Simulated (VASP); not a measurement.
# MnSi (Pm-3m) in VASP: a series of runs

MnSi is run at these levels: PBE; tasks: single point.

Everything below comes from runs of VASP 6.6.1. Logs are shortened: lines on timing, memory, paths and dates and some standing lists are left out, and cuts for length are marked.

### Step 1. The cell of the first run

The structure is cubic, space group Pm-3m (No. 221). Conventional cell: a = 3.009 Å, b = 3.009 Å, c = 3.009 Å, α = 90.00°, β = 90.00°, γ = 90.00°. Mn (site symmetry m-3m) has 8 Si at 2.61 Å and 6 Mn at 3.01 Å within 3.4 Å. Within 3.4 Å of Si (site symmetry m-3m) lie 8 Mn at 2.61 Å and 6 Si at 3.01 Å.

### Step 2. Single point, PBE, collinear spin, ferromagnetic start (volume scaled by 0.94)

Contents of INCAR:

```
SYSTEM = MnSi
PREC     = Accurate       ! precision mode
ENCUT    = 520            ! plane-wave cutoff, eV
EDIFF    = 1E-6           ! SCF threshold, eV
ISMEAR   = -1             ! smearing method
SIGMA    = 0.05           ! smearing width, eV
LREAL    = .False.        ! projectors in reciprocal space
LASPH    = .True.         ! aspherical terms in the spheres
NELM     = 150            ! most SCF steps
ALGO     = Normal         ! electronic algorithm
ISIF     = 2              ! what is computed and relaxed
LWAVE    = .False.        ! write WAVECAR
LCHARG   = .False.        ! write CHGCAR
ISPIN    = 2              ! spin polarisation
MAGMOM   = 4 0            ! initial moments
LORBIT   = 11             ! projections on sites
LMAXMIX  = 4              ! l up to which the mixer works
GGA      = PE             ! functional
NBANDS   = 20             ! bands
```

Contents of KPOINTS:

```
Automatic mesh
0
Gamma
  9 9 9
  0 0 0
```

Contents of POSCAR:

```
MnSi
1.0
    3.0094655568      0.0000000000      0.0000000000
    0.0000000000      3.0094655568      0.0000000000
    0.0000000000      0.0000000000      3.0094655568
Mn Si
1 1
Direct
    0.0000000000      0.0000000000      0.0000000000
    0.5000000000      0.5000000000      0.5000000000
```

Potentials or basis: VASP PAW PBE potentials, release 64 (Mn_pv, Si).

The run is started by

```bash
cat potpaw_PBE.64/Mn_pv/POTCAR potpaw_PBE.64/Si/POTCAR > POTCAR
mpirun -np 1 vasp_std > vasp.out
```

OUTCAR:

```text
SYSTEM = MnSi
   PREC = Accurate
   ENCUT = 520
   EDIFF = 1E-6
   ISMEAR = -1
   LREAL = .False.
   LASPH = .True.
   NELM = 150
   ISIF = 2
   ISPIN = 2
   LORBIT = 11
   GGA = PE

 ion  position               nearest neighbor table
   1  0.000  0.000  0.000-   2 2.61   2 2.61   2 2.61   2 2.61   2 2.61   2 2.61   2 2.61   2 2.61

   2  0.500  0.500  0.500-   1 2.61   1 2.61   1 2.61   1 2.61   1 2.61   1 2.61   1 2.61   1 2.61

  LATTYP: Found a simple cubic cell.
 ALAT       =     3.0094655568

  Lattice vectors:

 A1 = (   3.0094655568,   0.0000000000,   0.0000000000)
 A2 = (   0.0000000000,   3.0094655568,   0.0000000000)
 A3 = (   0.0000000000,   0.0000000000,   3.0094655568)

Analysis of symmetry for initial positions (statically):
=====================================================================
 Subroutine PRICEL returns:
 Original cell was already a primitive cell.

 Routine SETGRP: Setting up the symmetry group for a
 simple cubic supercell.

 Subroutine GETGRP returns: Found 48 space group operations
[... 9 lines left out ...]

 Routine SETGRP: Setting up the symmetry group for a
 simple cubic supercell.

 Subroutine GETGRP returns: Found 48 space group operations
 (whereof 48 operations were pure point group operations)
 out of a pool of 48 trial point group operations.

The dynamic configuration has the point symmetry O_h .

Analysis of structural, dynamic, and magnetic symmetry:
=====================================================================
 Subroutine PRICEL returns:
 Original cell was already a primitive cell.

 Routine SETGRP: Setting up the symmetry group for a
 simple cubic supercell.

 Subroutine GETGRP returns: Found 48 space group operations
 (whereof 48 operations were pure point group operations)
 out of a pool of 48 trial point group operations.

The overall configuration has the point symmetry O_h .

 Subroutine INISYM returns: Found 48 space group operations
[... 5 lines left out ...]
                                     Primitive cell

  volume of cell :      27.2564

  direct lattice vectors                    reciprocal lattice vectors
     3.009465557  0.000000000  0.000000000     0.332284913  0.000000000  0.000000000
     0.000000000  3.009465557  0.000000000     0.000000000  0.332284913  0.000000000
     0.000000000  0.000000000  3.009465557     0.000000000  0.000000000  0.332284913

  length of vectors
     3.009465557  3.009465557  3.009465557     0.332284913  0.332284913  0.332284913

  position of ions in fractional coordinates (direct lattice)
     0.000000000  0.000000000  0.000000000
     0.500000000  0.500000000  0.500000000

  ion indices of the primitive-cell ions
   primitive index   ion index
                 1           1
                 2           2

----------------------------------------------------------------------------------------

 KPOINTS: Automatic mesh

Automatic generation of k-mesh.
 Grid dimensions read from file:
 generate k-points for:    9    9    9

 Generating k-lattice:

  Cartesian coordinates                     Fractional coordinates (reciprocal lattice)
     0.036920546  0.000000000  0.000000000     0.111111111  0.000000000  0.000000000
     0.000000000  0.036920546  0.000000000     0.000000000  0.111111111  0.000000000
     0.000000000  0.000000000  0.036920546     0.000000000  0.000000000  0.111111111

  Length of vectors
     0.036920546  0.036920546  0.036920546

  Shift w.r.t. Gamma in fractional coordinates (k-lattice)
     0.000000000  0.000000000  0.000000000

 Subroutine IBZKPT returns following result:
 ===========================================

 Found     35 irreducible k-points:

 Following reciprocal coordinates:
            Coordinates               Weight
  0.000000  0.000000  0.000000      1.000000
  0.111111  0.000000  0.000000      6.000000
  0.222222  0.000000  0.000000      6.000000
  0.333333  0.000000  0.000000      6.000000
  0.444444  0.000000  0.000000      6.000000
  0.111111  0.111111  0.000000     12.000000
[... 16 lines left out ...]
  0.333333  0.333333  0.111111     24.000000
  0.444444  0.333333  0.111111     48.000000
 [... further k-points ...]
   k-points           NKPTS =     35   k-points in BZ     NKDIM =     35   number of bands    NBANDS=     20
   number of dos      NEDOS =    301   number of ions     NIONS =      2
   total plane-waves  NPLWV =  13824
   dimension x,y,z NGX =    24 NGY =   24 NGZ =   24
   dimension x,y,z NGXF=    48 NGYF=   48 NGZF=   48
   ions per type =               1   1
   NGX,Y,Z   is equivalent  to a cutoff of  13.26, 13.26, 13.26 a.u.
   NGXF,Y,Z  is equivalent  to a cutoff of  26.52, 26.52, 26.52 a.u.
 SYSTEM =  MnSi
   PREC   = accura    normal or accurate (medium, high low for compatibility)
   ISTART =      0    job   : 0-new  1-cont  2-samecut
   ICHARG =      2    charge: 1-file 2-atom 10-const
   ISPIN  =      2    spin polarized calculation?
   LNONCOLLINEAR =      F non collinear calculations
   LSORBIT =      F    spin-orbit coupling
   LASPH  =      T    aspherical Exc in radial PAW
   ENCUT  =  520.0 eV  38.22 Ry    6.18 a.u.   5.60  5.60  5.60*2*pi/ulx,y,z
   NELM   =    150;   NELMIN=  2; NELMDL= -5     # of ELM steps
   EDIFF  = 0.1E-05   stopping-criterion for ELM
   LREAL  =      F    real-space projection
   EDIFFG = 0.1E-04   stopping-criterion for IOM
   NSW    =      0    number of steps for IOM
   IBRION =     -1    ionic relax: 0-MD 1-quasi-New 2-CG
   NFREE  =      0    steps in history (QN), initial steepest desc. (CG)
   ISIF   =      2    stress and relaxation
   ISYM   =      2    0-nonsym 1-usesym 2-fastsym
   POTIM  = 0.5000    time-step for ionic-motion
   TEBEG  =    0.0;   TEEND  =   0.0 temperature during run
   PSTRESS=    0.0 pullay stress
   NELECT =      17.0000    total number of electrons
   NUPDOWN=      -1.0000    fix difference up-down
   EMIN   =  10.00;   EMAX   =-10.00  energy-range for DOS
   EFERMI =   0.00;   METHOD = LEGACY
   ISMEAR =    -1;   SIGMA  =   0.05  broadening in eV -4-tet -1-fermi 0-gaus
   EFERMI_NEDOS =   21; number of points for ismear=-14 and -15
   IALGO  =     38    algorithm
   IMIX   =      4    mixing-type and parameters
     AMIX     =   0.40;   BMIX     =  1.00
     AMIX_MAG =   1.60;   BMIX_MAG =  1.00
  volume/ion in A,a.u.               =      13.63        91.97
  Fermi-wavevector in a.u.,A,eV,Ry     =   1.398734  2.643224 26.619206  1.956456
  Thomas-Fermi vector in A             =   2.521863
   LORBIT       =     11    0 simple, 1 ext, 2 COOP (PROOUT), +10 PAW based schemes
   GGA     = PE    functional components
   LHFCALC =     F    Hartree Fock is set to
   AEXX    =    0.0000 exact exchange contribution
   IVDW    =     0    specifies the selected vdW correction
   LEPSILON=     F    determine dielectric tensor
   LRPA    =     F    only Hartree local field effects (RPA)
 spin polarized calculation
  energy-cutoff  :      520.00
  volume of cell :       27.26
 maximum number of plane-waves:       748
 NGX is ok and might be reduce to    24
   NGX = 11   NGY = 11   NGZ = 11

 number of electron      17.0000016 magnetization       0.8842492

 Free energy of the ion-electron system (eV)
  ---------------------------------------------------
  ext. energy  EPLUGINS =         0.00000000
  ---------------------------------------------------
  free energy    TOTEN  =       -14.53804178 eV

  energy without entropy =      -14.52063193  energy(sigma->0) =      -14.52933685

 E-fermi :   9.1426     XC(G=0): -12.0181

 val. band max:        9.1245475849   @ k =   0.4444   0.4444   0.1111
 cond. band min:       9.1566912413   @ k =   0.3333   0.3333   0.1111
 fundamental gap:      0.0321436564
 Fermi energy:         9.1426395053

 spin component 1

 k-point     1 :       0.0000    0.0000    0.0000
  band No.  band energies     occupation
      1     -39.0215      1.00000
      2     -39.0215      1.00000
      3     -39.0215      1.00000
      4      -2.6719      1.00000
      5       6.7745      1.00000
      6       6.7745      1.00000
[... 12 lines left out ...]
     19      30.1310      0.00000
     20      30.1466      0.00000

 k-point     2 :       0.1111    0.0000    0.0000
  band No.  band energies     occupation
      1     -39.0282      1.00000
      2     -39.0209      1.00000
      3     -39.0209      1.00000
      4      -2.4715      1.00000
      5       6.6143      1.00000
      6       6.8430      1.00000
[... 12 lines left out ...]
     19      28.5237      0.00000
     20      28.6984      0.00000
[... 465 lines left out ...]
      3     -39.0206      1.00000
      4       0.6652      1.00000
      5       5.2232      1.00000
      6       5.6748      1.00000
[... 12 lines left out ...]
     19      26.9404      0.00000
     20      28.6656      0.00000

 k-point    24 :       0.4444    0.3333    0.1111
  band No.  band energies     occupation
      1     -39.0711      1.00000
      2     -39.0576      1.00000
      3     -39.0195      1.00000
      4       1.4385      1.00000
      5       4.4016      1.00000
      6       5.8913      1.00000
[... 12 lines left out ...]
     19      27.4953      0.00000
     20      28.2537      0.00000

 [... further k-points ...]

 spin component 2

 k-point     1 :       0.0000    0.0000    0.0000
  band No.  band energies     occupation
      1     -37.9896      1.00000
      2     -37.9896      1.00000
      3     -37.9896      1.00000
      4      -2.7188      1.00000
      5       7.1901      1.00000
      6       7.1901      1.00000
[... 12 lines left out ...]
     19      30.1924      0.00000
     20      30.1925      0.00000

 k-point     2 :       0.1111    0.0000    0.0000
  band No.  band energies     occupation
      1     -37.9967      1.00000
      2     -37.9890      1.00000
      3     -37.9890      1.00000
      4      -2.5195      1.00000
      5       6.9639      1.00000
      6       7.2665      1.00000
[... 12 lines left out ...]
     19      28.5604      0.00000
     20      28.8431      0.00000
[... 465 lines left out ...]
      3     -37.9887      1.00000
      4       0.6198      1.00000
      5       5.4710      1.00000
      6       5.7548      1.00000
[... 12 lines left out ...]
     19      26.9448      0.00000
     20      28.9329      0.00000

 k-point    24 :       0.4444    0.3333    0.1111
  band No.  band energies     occupation
      1     -38.0423      1.00000
      2     -38.0279      1.00000
      3     -37.9875      1.00000
      4       1.4127      1.00000
      5       4.4621      1.00000
      6       6.1355      1.00000
[... 12 lines left out ...]
     19      27.7563      0.00000
     20      28.1574      0.00000

 [... further k-points ...]
[... 5 lines left out ...]
  --------------------------------------------------------------------------------------
  -------------------------------------------------------------------------------------
  Total       -4.7147540     -4.7147540     -4.7147540      0.0000000      0.0000000      0.0000000
  in kB     -277.1414508   -277.1414508   -277.1414508      0.0000000      0.0000000      0.0000000
  external PRESSURE =    -277.1414508 kB  Pullay stress =       0.0000000 kB

 VOLUME and BASIS-vectors are now :
 -----------------------------------------------------------------------------
  energy-cutoff  :      520.00
  volume of cell :       27.26
      direct lattice vectors                 reciprocal lattice vectors
     3.009465557  0.000000000  0.000000000     0.332284913  0.000000000  0.000000000
     0.000000000  3.009465557  0.000000000     0.000000000  0.332284913  0.000000000
     0.000000000  0.000000000  3.009465557     0.000000000  0.000000000  0.332284913

 POSITION                                       TOTAL-FORCE (eV/Angst)
 -----------------------------------------------------------------------------------
      0.00000      0.00000      0.00000         0.000000      0.000000      0.000000
      1.50473      1.50473      1.50473         0.000000      0.000000      0.000000
 -----------------------------------------------------------------------------------
    total drift:                                0.000000      0.000000      0.000000

  FREE ENERGIE OF THE ION-ELECTRON SYSTEM (eV)
  ---------------------------------------------------
  free  energy   TOTEN  =       -14.5380417802 eV

  energy  without entropy=      -14.5206319297  energy(sigma->0) =      -14.52933685

 total charge

# of ion       s       p       d       tot
------------------------------------------
    1        0.276   6.244   5.189  11.709
    2        0.740   0.779   0.000   1.519
--------------------------------------------------
tot          1.016   7.023   5.189  13.228

 magnetization (x)

# of ion       s       p       d       tot
------------------------------------------
    1       -0.001   0.008   0.979   0.985
    2       -0.021  -0.054   0.000  -0.075
--------------------------------------------------
tot         -0.023  -0.047   0.979   0.909
```

Wall time 11 s (1 thread of Intel Xeon 6975P-C (Granite Rapids), shared host); peak memory 0.16 GiB.

Results:

* Free energy: -14.5380 eV
* Pressure: -27.7 GPa
* Net moment: 0.88 μB per cell
* Site moments: Mn +0.98; Si -0.07 μB
* Valence electrons inside the program's atomic spheres: Mn 11.71; Si 1.52

Caveat: the moment fell far below its start of 4 μB, so a state of higher moment may lie lower in energy.

### Step 3. Single point, PBE, collinear spin, ferromagnetic start (volume scaled by 0.96)

Contents of INCAR:

```
  PREC = Accurate
  ENCUT = 520
  EDIFF = 1E-6
  ISMEAR = -1
  SIGMA = 0.05
  LREAL = False
  LASPH = True
  NELM = 150
  ALGO = Normal
  ISIF = 2
  LWAVE = False
  LCHARG = False
  ISPIN = 2
  MAGMOM = 4 0
  LORBIT = 11
  LMAXMIX = 4
  GGA = PE
  NBANDS = 20
```

Contents of KPOINTS:

```
regular mesh
0
Gamma
  9 9 9
```

Contents of POSCAR:

```
MnSi
1.0
    3.0306596745      0.0000000000      0.0000000000
    0.0000000000      3.0306596745      0.0000000000
    0.0000000000      0.0000000000      3.0306596745
Mn Si
1 1
Direct
    0.0000000000      0.0000000000      0.0000000000
    0.5000000000      0.5000000000      0.5000000000
```

Potentials or basis: VASP PAW PBE potentials, release 64 (Mn_pv, Si).

The run is started by

```bash
cat potpaw_PBE.64/Mn_pv/POTCAR potpaw_PBE.64/Si/POTCAR > POTCAR
mpirun -np 1 vasp_std > vasp.out
```

OUTCAR:

```text
PREC = Accurate
   ENCUT = 520
   EDIFF = 1E-6
   ISMEAR = -1
   LREAL = False
   LASPH = True
   NELM = 150
   ISIF = 2
   ISPIN = 2
   LORBIT = 11
   GGA = PE

 ion  position               nearest neighbor table
   1  0.000  0.000  0.000-   2 2.62   2 2.62   2 2.62   2 2.62   2 2.62   2 2.62   2 2.62   2 2.62

   2  0.500  0.500  0.500-   1 2.62   1 2.62   1 2.62   1 2.62   1 2.62   1 2.62   1 2.62   1 2.62

  LATTYP: Found a simple cubic cell.
 ALAT       =     3.0306596745

  Lattice vectors:

[... 1319 lines left out ...]
  external PRESSURE =    -289.9964773 kB  Pullay stress =       0.0000000 kB

 VOLUME and BASIS-vectors are now :
 -----------------------------------------------------------------------------
  energy-cutoff  :      520.00
  volume of cell :       27.84
      direct lattice vectors                 reciprocal lattice vectors
     3.030659674  0.000000000  0.000000000     0.329961166  0.000000000  0.000000000
     0.000000000  3.030659674  0.000000000     0.000000000  0.329961166  0.000000000
     0.000000000  0.000000000  3.030659674     0.000000000  0.000000000  0.329961166

 POSITION                                       TOTAL-FORCE (eV/Angst)
 -----------------------------------------------------------------------------------
      0.00000      0.00000      0.00000         0.000000      0.000000      0.000000
      1.51533      1.51533      1.51533         0.000000      0.000000      0.000000
 -----------------------------------------------------------------------------------
    total drift:                               -0.000000      0.000000      0.000000

  FREE ENERGIE OF THE ION-ELECTRON SYSTEM (eV)
  ---------------------------------------------------
  free  energy   TOTEN  =       -14.4353286211 eV

  energy  without entropy=      -14.4171576330  energy(sigma->0) =      -14.42624313

 total charge

# of ion       s       p       d       tot
------------------------------------------
    1        0.271   6.235   5.174  11.679
    2        0.744   0.769   0.000   1.512
--------------------------------------------------
tot          1.014   7.003   5.174  13.191

 magnetization (x)

# of ion       s       p       d       tot
------------------------------------------
    1       -0.002   0.007   1.008   1.014
    2       -0.020  -0.057   0.000  -0.078
--------------------------------------------------
tot         -0.022  -0.050   1.008   0.936
```

OSZICAR:

```text
N       E                     dE             d eps       ncg     rms          rms(c)
DAV:   1     0.126917729242E+03    0.12692E+03   -0.87904E+03  2800   0.900E+02
DAV:   2    -0.111118971441E+02   -0.13803E+03   -0.13065E+03  2888   0.267E+02
DAV:   3    -0.157016820206E+02   -0.45898E+01   -0.45333E+01  3248   0.522E+01
DAV:   4    -0.157444250716E+02   -0.42743E-01   -0.42723E-01  3088   0.507E+00
DAV:   5    -0.157450230860E+02   -0.59801E-03   -0.59800E-03  3168   0.599E-01    0.162E+01
DAV:   6    -0.177420886681E+02   -0.19971E+01   -0.16446E+01  2948   0.467E+01    0.184E+01
DAV:   7    -0.143928434448E+02    0.33492E+01   -0.55627E+00  2936   0.313E+01    0.325E+00
DAV:   8    -0.143908712358E+02    0.19722E-02   -0.15015E-01  3064   0.302E+00    0.211E+00
DAV:   9    -0.144163983577E+02   -0.25527E-01   -0.17152E-02  3084   0.138E+00    0.167E+00
DAV:  10    -0.144334763835E+02   -0.17078E-01   -0.14219E-02  3160   0.104E+00    0.821E-01
DAV:  11    -0.144339954406E+02   -0.51906E-03   -0.64123E-03  3212   0.611E-01    0.395E-01
DAV:  12    -0.144351951382E+02   -0.11997E-02   -0.24144E-03  2924   0.409E-01    0.126E-01
DAV:  13    -0.144353233560E+02   -0.12822E-03   -0.10807E-04  3208   0.116E-01    0.353E-02
DAV:  14    -0.144353265219E+02   -0.31659E-05   -0.19389E-05  2960   0.348E-02    0.182E-02
DAV:  15    -0.144353284005E+02   -0.18787E-05   -0.14608E-06  2480   0.111E-02    0.876E-03
DAV:  16    -0.144353286211E+02   -0.22053E-06   -0.74614E-07  1524   0.822E-03
   1 F= -.14435329E+02 E0= -.14426243E+02  d E =-.181710E-01  mag=     0.9058
```

It took 12 s on 1 thread of Intel Xeon 6975P-C (Granite Rapids), shared host; peak memory 0.16 GiB.

What came out:

```yaml
Free_energy: -14.4353 eV
Pressure: -29.0 GPa
Net_moment: 0.91 μB per cell
Site_moments: Mn +1.01; Si -0.08 μB
Valence_electrons_inside_the_program's_atomic_spheres: Mn 11.68; Si 1.51
```

Levels at points of the mesh, in eV from the Fermi level:
Spin up:
```tsv
k point	band 7	band 8	band 9	band 10	band 11	band 12
(0.00, 0.00, 0.00)	-0.50	-0.50	-0.50	2.79	2.79	2.79
```
Spin down:
```
           k point  band 6  band 7  band 8  band 9  band 10  band 11
(0.00, 0.00, 0.00)   -1.90    0.67    0.67    0.67     2.74     2.74
```

Caveat: the moment fell far below its start of 4 μB, so a state of higher moment may lie lower in energy.

[end of part 1 of 2]
